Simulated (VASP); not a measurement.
# Li2S in VASP: further runs, part 2 of 2

VASP 6.6.1. Earlier steps stand in the parts before.

## 5. Single point, PBEsol (equal xy, yz and zx engineering shears of +0.5 %)

Contents of INCAR:

```
PREC     = Accurate       # precision mode
ENCUT    = 750            # plane-wave cutoff, eV
EDIFF    = 1E-6           # SCF threshold, eV
ISMEAR   = 0              # smearing method
SIGMA    = 0.01           # smearing width, eV
LREAL    = False          # projectors in reciprocal space
LASPH    = True           # aspherical terms in the spheres
NELM     = 120            # most SCF steps
ALGO     = Normal         # electronic algorithm
ISIF     = 2              # what is computed and relaxed
LWAVE    = False          # write WAVECAR
LCHARG   = False          # write CHGCAR
GGA      = PS             # functional
NBANDS   = 13             # bands
GGA_COMPAT= False
```

Contents of KPOINTS:

```
Automatic mesh
0
Gamma
  6 6 6
```

Contents of POSCAR:

```
Li2S
1.0
    0.0141365526      2.8343788038      2.8343788038
    2.8343788038      0.0141365526      2.8343788038
    2.8343788038      2.8343788038      0.0141365526
Li S
2 1
Direct
    0.2497811740      0.2497811740      0.2497811740
    0.7502188260      0.7502188260      0.7502188260
    0.0000000000      0.0000000000      0.0000000000
```

Potentials or basis: VASP PAW PBE potentials, release 64 (Li_sv, S).

Run with:

```
cat potpaw_PBE.64/Li_sv/POTCAR potpaw_PBE.64/S/POTCAR > POTCAR
mpirun -np 1 vasp_std > vasp.out
```

OUTCAR:

```text
PREC = Accurate
   ENCUT = 750
   EDIFF = 1E-6
   ISMEAR = 0
   LREAL = False
   LASPH = True
   NELM = 120
   ISIF = 2
   GGA = PS

 ion  position               nearest neighbor table
   1  0.250  0.250  0.250-   3 2.45   3 2.45   3 2.45   3 2.46
   2  0.750  0.750  0.750-   3 2.45   3 2.45   3 2.45   3 2.46
   3  0.000  0.000  0.000-   2 2.45   1 2.45   2 2.45   2 2.45   1 2.45   1 2.45   2 2.46   1 2.46

  LATTYP: Found a trigonal (rhomboedric) cell.
 ALAT       =     4.0084418730
 COS(alpha) =     0.5049812503

  Lattice vectors:
[... 575 lines left out ...]

  FORCE on cell =-STRESS in cart. coord.  units (eV):
  Direction    XX          YY          ZZ          XY          YZ          ZX
  --------------------------------------------------------------------------------------
  -------------------------------------------------------------------------------------
  Total       -0.0118174     -0.0118174     -0.0118174     -0.0497611     -0.0497611     -0.0497611
  in kB       -0.4188801     -0.4188801     -0.4188801     -1.7638371     -1.7638371     -1.7638371
  external PRESSURE =      -0.4188801 kB  Pullay stress =       0.0000000 kB

 VOLUME and BASIS-vectors are now :
 -----------------------------------------------------------------------------
  energy-cutoff  :      750.00
  volume of cell :       45.20
      direct lattice vectors                 reciprocal lattice vectors
     0.014136553  2.834378804  2.834378804    -0.177730754  0.176848715  0.176848715
     2.834378804  0.014136553  2.834378804     0.176848715 -0.177730754  0.176848715
     2.834378804  2.834378804  0.014136553     0.176848715  0.176848715 -0.177730754

 POSITION                                       TOTAL-FORCE (eV/Angst)
 -----------------------------------------------------------------------------------
      1.41948      1.41948      1.41948        -0.001948     -0.001948     -0.001948
      4.26341      4.26341      4.26341         0.001948      0.001948      0.001948
      0.00000      0.00000      0.00000        -0.000000     -0.000000     -0.000000
 -----------------------------------------------------------------------------------
    total drift:                                0.000000      0.000000      0.000000

  FREE ENERGIE OF THE ION-ELECTRON SYSTEM (eV)
  ---------------------------------------------------
  free  energy   TOTEN  =       -12.3762748585 eV

  energy  without entropy=      -12.3762748585  energy(sigma->0) =      -12.37627486
```

OSZICAR:

```text
N       E                     dE             d eps       ncg     rms          rms(c)
DAV:   1     0.544090632060E+02    0.54409E+02   -0.65230E+03   832   0.115E+03
DAV:   2    -0.494515340714E+01   -0.59354E+02   -0.55979E+02   962   0.231E+02
DAV:   3    -0.124967425775E+02   -0.75516E+01   -0.75057E+01  1599   0.521E+01
DAV:   4    -0.126657233938E+02   -0.16898E+00   -0.16892E+00  1117   0.111E+01
DAV:   5    -0.126705679452E+02   -0.48446E-02   -0.48444E-02  1325   0.134E+00    0.362E+00
DAV:   6    -0.123969488823E+02    0.27362E+00   -0.43155E-01  1057   0.265E+00    0.261E+00
DAV:   7    -0.123723812077E+02    0.24568E-01   -0.11369E-01  1151   0.154E+00    0.151E+00
DAV:   8    -0.123765723900E+02   -0.41912E-02   -0.21061E-02  1166   0.840E-01    0.606E-01
DAV:   9    -0.123762830372E+02    0.28935E-03   -0.60096E-04  1134   0.153E-01    0.440E-01
DAV:  10    -0.123762781986E+02    0.48386E-05   -0.78441E-04   987   0.150E-01    0.191E-01
DAV:  11    -0.123762755084E+02    0.26902E-05   -0.43545E-05  1248   0.533E-02    0.907E-02
DAV:  12    -0.123762748585E+02    0.64988E-06   -0.43076E-06  1133   0.164E-02
   1 F= -.12376275E+02 E0= -.12376275E+02  d E =-.386385E-27
```

Wall time 28 s (1 thread of Intel Xeon Platinum 8488C (Sapphire Rapids), shared host); peak memory 0.2 GiB.

Results:

```yaml
Free_energy: -12.3763 eV
Pressure: 0.0 GPa
Largest_force: 0.003 eV/Å
Band_gap_on_the_k_mesh: 3.19 eV (least direct gap 4.21 eV)
```

Forces on the atoms (eV/Å):
```
Li  -0.002 -0.002 -0.002
Li   0.002  0.002  0.002
S    0.000  0.000  0.000
```

Stress tensor (GPa, compression positive):
```
-0.04 -0.18 -0.18
-0.18 -0.04 -0.18
-0.18 -0.18 -0.04
```

Levels at points of the mesh, in eV from the valence-band top:
| k point | band 4 | band 5 | band 6 | band 7 | band 8 | band 9 |
| --- | --- | --- | --- | --- | --- | --- |
| (0.00, 0.00, 0.00) | -0.03 | 0.00 | 0.00 | 4.21 | 6.09 | 6.18 |
| (0.50, 0.00, 0.00) | -3.01 | -0.55 | -0.54 | 6.09 | 6.45 | 6.49 |
| (0.50, 0.50, 0.00) | -2.25 | -1.52 | -1.48 | 3.19 | 7.07 | 11.11 |
| (0.50, 0.50, 0.50) | -3.01 | -0.52 | -0.52 | 6.11 | 6.52 | 6.52 |

Caveat: the cell differs from its parent crystal (equal xy, yz and zx engineering shears of +0.5 %); the PAW data sets were made with another functional, which shifts forces and pressure a little.

## 6. Single point, PBEsol

This run uses another cell than the first one, of 15.07 Å³/atom.

Contents of INCAR:

```
SYSTEM = Li2S
  PREC = Accurate
  ENCUT = 750
  EDIFF = 1E-6
  ISMEAR = -1
  SIGMA = 0.1
  LREAL = .FALSE.
  LASPH = .TRUE.
  NELM = 120
  ALGO = Normal
  ISIF = 2
  LWAVE = .FALSE.
  LCHARG = .TRUE.
  GGA = PS
  LELF = .TRUE.
  LVHAR = .TRUE.
  NBANDS = 13
  GGA_COMPAT = .FALSE.
```

Contents of KPOINTS:

```
Automatic mesh
0
G
  10 10 10
  0 0 0
```

Contents of POSCAR:

```
Li2S
1.0
    0.0000000000      2.8273105275      2.8273105275
    2.8273105275      0.0000000000      2.8273105275
    2.8273105275      2.8273105275      0.0000000000
Li S
2 1
Direct
    0.2500000000      0.2500000000      0.2500000000
    0.7500000000      0.7500000000      0.7500000000
    0.0000000000      0.0000000000      0.0000000000
```

Potentials or basis: VASP PAW PBE potentials, release 64 (Li_sv, S).

Run with:

```
cat potpaw_PBE.64/Li_sv/POTCAR potpaw_PBE.64/S/POTCAR > POTCAR
mpirun -np 1 vasp_std > vasp.out
```

Run time: 30 s. Hardware: 1 thread of Intel Xeon Platinum 8488C (Sapphire Rapids), shared host; peak memory 0.21 GiB.

It converged, with:

| Item | Value |
| --- | --- |
| Free energy | -12.3769 eV |
| Pressure | -0.1 GPa |
| Band gap on the k mesh | 3.20 eV (least direct gap 4.22 eV) |

Levels at points of the mesh, in eV from the valence-band top:
```
           k point  band 2  band 3  band 4  band 5  band 6  band 7  band 8  band 9  band 10  band 11
(0.00, 0.00, 0.00)  -43.40  -11.08    0.00    0.00    0.00    4.22    6.16    6.16     6.16    11.19
(0.50, 0.00, 0.00)  -43.42  -10.62   -3.00   -0.53   -0.53    6.11    6.49    6.49     8.35    12.84
(0.50, 0.50, 0.00)  -43.41  -10.49   -2.24   -1.49   -1.49    3.20    7.08   11.13    11.13    12.24
```

Caveat: the PAW data sets were made with another functional, which shifts forces and pressure a little.

## 7. Summary

| cell | k mesh | smearing | gap on the mesh (eV) | pressure (GPa) |
| --- | --- | --- | --- | --- |
| a = 3.988, b = 3.988, c = 3.998 Å, angles 59.9, 59.9, 60.2°, 3 atoms, atomic positions A | 6 × 6 × 6 | gaussian 0.01 eV | 3.17 | 0.2 |
| a = 4.008, b = 4.008, c = 3.998 Å, angles 60.1, 60.1, 59.8°, 3 atoms, atomic positions A | 6 × 6 × 6 | gaussian 0.01 eV | 3.19 | -0.3 |
| a = 3.988 Å, angles 60.3°, 3 atoms, atomic positions B | 6 × 6 × 6 | gaussian 0.01 eV | 3.19 | 0.0 |
| a = 4.008 Å, angles 59.7°, 3 atoms, atomic positions C | 6 × 6 × 6 | gaussian 0.01 eV | 3.19 | 0.0 |
| a = 3.998 Å, angles 60.0°, 3 atoms, atomic positions A | 10 × 10 × 10 | fermi-dirac 0.1 eV | 3.20 | -0.1 |

Alike in all rows: task single point; level PBEsol; potentials or basis VASP PAW PBE potentials, release 64 (Li_sv, S); no spin polarisation; cutoff (eV) 750.

Caveats: the PAW data sets were made with another functional, which shifts forces and pressure a little.

Total energies depend on the potentials used, so only differences within one code and one set of settings carry meaning.
